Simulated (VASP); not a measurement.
Input of a VASP 6.6.1 run:

The input POSCAR:

```
TiPt3
1.0
    3.8970000000      0.0000000000      0.0000000000
    0.0000000000      3.8970000000      0.0000000000
    0.0000000000      0.0000000000      3.8970000000
Ti Pt
1 3
Direct
    0.0000000000      0.0000000000      0.0000000000
    0.0000000000      0.5000000000      0.5000000000
    0.5000000000      0.0000000000      0.5000000000
    0.5000000000      0.5000000000      0.0000000000
```

The input INCAR.step1:

```
SYSTEM = TiPt3
  ALGO = Normal
  EDIFF = 1E-4
  ENCUT = 600
  GGA = PE
  ISMEAR = -1
  LASPH = .True.
  LCHARG = .False.
  LREAL = .False.
  LWAVE = .True.
  NELM = 100
  PREC = Accurate
  SIGMA = 0.1
```

Contents of INCAR.step2:

```
SYSTEM = TiPt3
  ALGO = Normal
  EDIFF = 1E-6
  EDIFFG = -0.01
  ENCUT = 600
  IBRION = 2
  ISIF = 3
  ISMEAR = -1
  ISTART = 1
  LASPH = .True.
  LCHARG = .False.
  LMIXTAU = .True.
  LREAL = .False.
  LWAVE = .False.
  METAGGA = R2SCAN
  NELM = 100
  NSW = 80
  PREC = Accurate
  SIGMA = 0.1
```

File KPOINTS:

```
k-points
0
Gamma
  8 8 8
  0 0 0
```

Potentials or basis: VASP PAW PBE potentials, release 64 (Ti_sv, Pt).

The run is started by

```sh
$ cat potpaw_PBE.64/Ti_sv/POTCAR potpaw_PBE.64/Pt/POTCAR > POTCAR
$ cp INCAR.step1 INCAR
$ mpirun -np 1 vasp_std > vasp.out
$ cp INCAR.step2 INCAR
$ mpirun -np 1 vasp_std > vasp.out
```

Problem. Estimate the band gap on the k mesh.

Solution. Zero (bands 21 and 22 overlap by 1.96 eV).

Problem. Predict the relaxed cell.

Solution. a = 3.926 Å, b = 3.926 Å, c = 3.926 Å, α = 90.00°, β = 90.00°, γ = 90.00°.

Final structure:
```
Ti Pt
1.0
     3.92551    0.00000    0.00000
     0.00000    3.92551    0.00000
     0.00000    0.00000    3.92551
Ti Pt
1 3
Direct
  0.00000 0.00000 0.00000
  0.00000 0.50000 0.50000
  0.50000 0.00000 0.50000
  0.50000 0.50000 0.00000
```

Caveat: spin-orbit coupling is left out, which moves the levels of the heavy elements. Zero-point motion and thermal expansion aren't in these numbers.
